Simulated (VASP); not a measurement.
# Zn2S (P6/mmm) in VASP: further runs, part 2 of 2

VASP 6.6.1.

### Step 4. Single point, PBE

This run uses another cell than the first one, of 18.22 Å³/atom, 1.185 times its volume.

Contents of INCAR:

```
SYSTEM = Zn2S
PREC = Accurate ; ENCUT = 520
EDIFF = 1E-7 ; ISMEAR = 0
SIGMA = 0.1 ; LREAL = .False.
LASPH = .True. ; NELM = 80
ALGO = Normal ; ISIF = 2
LWAVE = .False. ; LCHARG = .True.
GGA = PE ; LELF = .True.
LVHAR = .True. ; NBANDS = 22
```

Contents of KPOINTS:

```
Automatic mesh
0
Gamma
  6 6 6
  0 0 0
```

Contents of POSCAR:

```
Zn2S
1.0
    4.2052051270      0.0000000000      0.0000000000
   -2.1026025635      3.6418144681      0.0000000000
    0.0000000000      0.0000000000      3.5696954221
Zn S
2 1
Direct
    0.3333333333      0.6666666667      0.5000000000
    0.6666666667      0.3333333333      0.5000000000
    0.0000000000      0.0000000000      0.0000000000
```

Potentials or basis: VASP PAW PBE potentials, release 64 (Zn, S).

The run is started by

```
$ cat potpaw_PBE.64/Zn/POTCAR potpaw_PBE.64/S/POTCAR > POTCAR
$ mpirun -np 1 vasp_std > vasp.out
```

OUTCAR:

```text
SYSTEM = Zn2S
   PREC = Accurate
   ENCUT = 520
   EDIFF = 1E-7
   ISMEAR = 0
   LREAL = .False.
   LASPH = .True.
   NELM = 80
   ISIF = 2
   GGA = PE

 ion  position               nearest neighbor table
   1  0.333  0.667  0.500-   2 2.43   2 2.43   2 2.43
   2  0.667  0.333  0.500-   1 2.43   1 2.43   1 2.43
   3  0.000  0.000  0.000-

  LATTYP: Found a hexagonal cell.
 ALAT       =     4.2052051270
 C/A-ratio  =     0.8488754566

  Lattice vectors:

 A1 = (   4.2052051270,   0.0000000000,   0.0000000000)
 A2 = (  -2.1026025635,   3.6418144681,   0.0000000000)
 A3 = (   0.0000000000,   0.0000000000,   3.5696954221)

Analysis of symmetry for initial positions (statically):
=====================================================================
 Subroutine PRICEL returns:
 Original cell was already a primitive cell.

 Routine SETGRP: Setting up the symmetry group for a
 hexagonal supercell.

 Subroutine GETGRP returns: Found 24 space group operations
 (whereof 24 operations were pure point group operations)
 out of a pool of 24 trial point group operations.

The static configuration has the point symmetry D_6h.

Analysis of symmetry for dynamics (positions and initial velocities):
=====================================================================
 Subroutine PRICEL returns:
 Original cell was already a primitive cell.

 Routine SETGRP: Setting up the symmetry group for a
 hexagonal supercell.

 Subroutine GETGRP returns: Found 24 space group operations
 (whereof 24 operations were pure point group operations)
 out of a pool of 24 trial point group operations.

The dynamic configuration has the point symmetry D_6h.

 Subroutine INISYM returns: Found 24 space group operations
 (whereof 24 operations are pure point group operations),
 and found     1 'primitive' translations

----------------------------------------------------------------------------------------

                                     Primitive cell

  volume of cell :      54.6684

  direct lattice vectors                    reciprocal lattice vectors
     4.205205127  0.000000000  0.000000000     0.237800528  0.137294199  0.000000000
    -2.102602564  3.641814468  0.000000000     0.000000000  0.274588398  0.000000000
     0.000000000  0.000000000  3.569695422     0.000000000  0.000000000  0.280135945

  length of vectors
     4.205205127  4.205205127  3.569695422     0.274588398  0.274588398  0.280135945

  position of ions in fractional coordinates (direct lattice)
     0.333333333  0.666666667  0.500000000
     0.666666667  0.333333333  0.500000000
     0.000000000  0.000000000  0.000000000

  ion indices of the primitive-cell ions
   primitive index   ion index
                 1           1
                 2           2
                 3           3

----------------------------------------------------------------------------------------

 KPOINTS: Automatic mesh

Automatic generation of k-mesh.
 Grid dimensions read from file:
 generate k-points for:    6    6    6

 Generating k-lattice:

  Cartesian coordinates                     Fractional coordinates (reciprocal lattice)
     0.039633421  0.022882366  0.000000000     0.166666667  0.000000000  0.000000000
     0.000000000  0.045764733  0.000000000     0.000000000  0.166666667  0.000000000
     0.000000000  0.000000000  0.046689324     0.000000000  0.000000000  0.166666667

  Length of vectors
     0.045764733  0.045764733  0.046689324

  Shift w.r.t. Gamma in fractional coordinates (k-lattice)
     0.000000000  0.000000000  0.000000000

 Subroutine IBZKPT returns following result:
 ===========================================

 Found     28 irreducible k-points:

 Following reciprocal coordinates:
            Coordinates               Weight
  0.000000  0.000000  0.000000      1.000000
  0.166667  0.000000  0.000000      6.000000
  0.333333 -0.000000  0.000000      6.000000
  0.500000  0.000000  0.000000      3.000000
  0.166667  0.166667  0.000000      6.000000
  0.333333  0.166667  0.000000     12.000000
[... 16 lines left out ...]
  0.166667  0.000000  0.500000      6.000000
  0.333333 -0.000000  0.500000      6.000000
 [... further k-points ...]
   k-points           NKPTS =     28   k-points in BZ     NKDIM =     28   number of bands    NBANDS=     22
   number of dos      NEDOS =    301   number of ions     NIONS =      3
   total plane-waves  NPLWV =  28672
   dimension x,y,z NGX =    32 NGY =   32 NGZ =   28
   dimension x,y,z NGXF=    64 NGYF=   64 NGZF=   56
   ions per type =               2   1
   NGX,Y,Z   is equivalent  to a cutoff of  12.65, 12.65, 13.04 a.u.
   NGXF,Y,Z  is equivalent  to a cutoff of  25.30, 25.30, 26.08 a.u.
 SYSTEM =  Zn2S
   PREC   = accura    normal or accurate (medium, high low for compatibility)
   ISTART =      0    job   : 0-new  1-cont  2-samecut
   ICHARG =      2    charge: 1-file 2-atom 10-const
   ISPIN  =      1    spin polarized calculation?
   LNONCOLLINEAR =      F non collinear calculations
   LSORBIT =      F    spin-orbit coupling
   LASPH  =      T    aspherical Exc in radial PAW
   ENCUT  =  520.0 eV  38.22 Ry    6.18 a.u.   7.82  7.82  6.64*2*pi/ulx,y,z
   NELM   =     80;   NELMIN=  2; NELMDL= -5     # of ELM steps
   EDIFF  = 0.1E-06   stopping-criterion for ELM
   LREAL  =      F    real-space projection
   EDIFFG = 0.1E-05   stopping-criterion for IOM
   NSW    =      0    number of steps for IOM
   IBRION =     -1    ionic relax: 0-MD 1-quasi-New 2-CG
   NFREE  =      0    steps in history (QN), initial steepest desc. (CG)
   ISIF   =      2    stress and relaxation
   ISYM   =      2    0-nonsym 1-usesym 2-fastsym
   POTIM  = 0.5000    time-step for ionic-motion
   TEBEG  =    0.0;   TEEND  =   0.0 temperature during run
   PSTRESS=    0.0 pullay stress
   NELECT =      30.0000    total number of electrons
   NUPDOWN=      -1.0000    fix difference up-down
   EMIN   =  10.00;   EMAX   =-10.00  energy-range for DOS
   EFERMI =   0.00;   METHOD = LEGACY
   ISMEAR =     0;   SIGMA  =   0.10  broadening in eV -4-tet -1-fermi 0-gaus
   EFERMI_NEDOS =   21; number of points for ismear=-14 and -15
   IALGO  =     38    algorithm
   IMIX   =      4    mixing-type and parameters
     AMIX     =   0.40;   BMIX     =  1.00
     AMIX_MAG =   1.60;   BMIX_MAG =  1.00
  volume/ion in A,a.u.               =      18.22       122.97
  Fermi-wavevector in a.u.,A,eV,Ry     =   1.340304  2.532807 24.441694  1.796414
  Thomas-Fermi vector in A             =   2.468627
   LORBIT       =      0    0 simple, 1 ext, 2 COOP (PROOUT), +10 PAW based schemes
   GGA     = PE    functional components
   LHFCALC =     F    Hartree Fock is set to
   AEXX    =    0.0000 exact exchange contribution
   IVDW    =     0    specifies the selected vdW correction
   LEPSILON=     F    determine dielectric tensor
   LRPA    =     F    only Hartree local field effects (RPA)
 non-spin polarized calculation
 Gauss-broadening in eV      SIGMA  =   0.10
  energy-cutoff  :      520.00
  volume of cell :       54.67
 maximum number of plane-waves:      1500
 NGX is ok and might be reduce to    32
   NGX = 15   NGY = 15   NGZ = 13

 number of electron      30.0000003 magnetization

 Free energy of the ion-electron system (eV)
  ---------------------------------------------------
  ext. energy  EPLUGINS =         0.00000000
  ---------------------------------------------------
  free energy    TOTEN  =        -5.47788031 eV

  energy without entropy =       -5.46504893  energy(sigma->0) =       -5.47146462

 E-fermi :   3.1110     XC(G=0): -10.4590

 val. band max:        3.0835090059   @ k =   0.1667   0.1667   0.1667
 cond. band min:       3.1408157223   @ k =   0.1667   0.1667   0.5000
 fundamental gap:      0.0573067164
 Fermi energy:         3.1109742126

 k-point     1 :       0.0000    0.0000    0.0000
  band No.  band energies     occupation
      1     -10.1744      2.00000
      2      -4.5843      2.00000
      3      -4.3493      2.00000
      4      -4.3493      2.00000
      5      -4.2400      2.00000
      6      -4.2400      2.00000
[... 14 lines left out ...]
     21      13.3711      0.00000
     22      13.3711      0.00000
[... 552 lines left out ...]
  band No.  band energies     occupation
      1      -9.0920      2.00000
      2      -4.6875      2.00000
      3      -4.6066      2.00000
      4      -4.5787      2.00000
      5      -4.4852      2.00000
      6      -4.2816      2.00000
[... 14 lines left out ...]
     21      12.7743      0.00000
     22      13.3618      0.00000

 [... further k-points ...]

------------------------ aborting loop because EDIFF is reached ----------------------------------------

  FORCE on cell =-STRESS in cart. coord.  units (eV):
  Direction    XX          YY          ZZ          XY          YZ          ZX
  --------------------------------------------------------------------------------------
  -------------------------------------------------------------------------------------
  Total        0.0780491      0.0780491      0.0070281      0.0000000      0.0000000      0.0000000
  in kB        2.2874021      2.2874021      0.2059744      0.0000000      0.0000000      0.0000000
  external PRESSURE =       1.5935928 kB  Pullay stress =       0.0000000 kB

 VOLUME and BASIS-vectors are now :
 -----------------------------------------------------------------------------
  energy-cutoff  :      520.00
  volume of cell :       54.67
      direct lattice vectors                 reciprocal lattice vectors
     4.205205127  0.000000000  0.000000000     0.237800528  0.137294199  0.000000000
    -2.102602564  3.641814468  0.000000000     0.000000000  0.274588398  0.000000000
     0.000000000  0.000000000  3.569695422     0.000000000  0.000000000  0.280135945

 POSITION                                       TOTAL-FORCE (eV/Angst)
 -----------------------------------------------------------------------------------
     -0.00000      2.42788      1.78485        -0.000000      0.000000      0.000000
      2.10260      1.21394      1.78485         0.000000      0.000000      0.000000
      0.00000      0.00000      0.00000        -0.000000      0.000000      0.000000
 -----------------------------------------------------------------------------------
    total drift:                               -0.000000      0.000000      0.000000

  FREE ENERGIE OF THE ION-ELECTRON SYSTEM (eV)
  ---------------------------------------------------
  free  energy   TOTEN  =        -5.4778803096 eV

  energy  without entropy=       -5.4650489274  energy(sigma->0) =       -5.47146462
```

Wall time 14 s (1 thread of Intel Xeon 6975P-C (Granite Rapids), shared host); peak memory 0.18 GiB.

What came out:

```
Free energy            : -5.4779 eV
Pressure               : 0.2 GPa
Band gap on the k mesh : zero (band 15 reaches 4.45 eV, above the bottom of band 16 at 0.31 eV)
```

Stress tensor (GPa, compression positive):
```
0.23 0.00 0.00
0.00 0.23 0.00
0.00 0.00 0.02
```

Levels at points of the mesh, in eV from the Fermi level:
```
           k point  band 12  band 13  band 14  band 15  band 16  band 17  band 18  band 19
(0.00, 0.00, 0.00)    -4.54    -2.12    -2.12    -1.81     2.22     2.22     4.22     5.46
(0.50, 0.00, 0.00)    -6.11    -3.44    -2.25    -0.99     1.70     4.49     4.67     5.14
(0.00, 0.00, 0.50)    -6.37    -1.58    -1.58     0.65     0.68     4.01     4.01     5.73
(0.50, 0.00, 0.50)    -4.98    -4.03    -3.59    -1.81     1.13     1.29     2.30     5.88
```

### Step 5. Summary

| cell | k mesh | gap on the mesh (eV) | pressure (GPa) |
| --- | --- | --- | --- |
| a = 3.667, b = 3.667, c = 3.960 Å, angles 90.0, 90.0, 120.0°, 3 atoms | 6 × 6 × 4 | none | 25.1 |
| a = 4.148, b = 4.148, c = 3.723 Å, angles 90.0, 90.0, 120.0°, 3 atoms | 6 × 6 × 4 | none | 0.3 |
| a = 4.205, b = 4.205, c = 3.570 Å, angles 90.0, 90.0, 120.0°, 3 atoms | 6 × 6 × 6 | none | 0.2 |

Alike in all rows: task single point; level PBE; potentials or basis VASP PAW PBE potentials, release 64 (Zn, S); no spin polarisation; cutoff (eV) 520; smearing gaussian 0.1 eV.

Caveats: some runs use coarse meshes.

Total energies depend on the potentials used, so only differences within one code and one set of settings carry meaning.
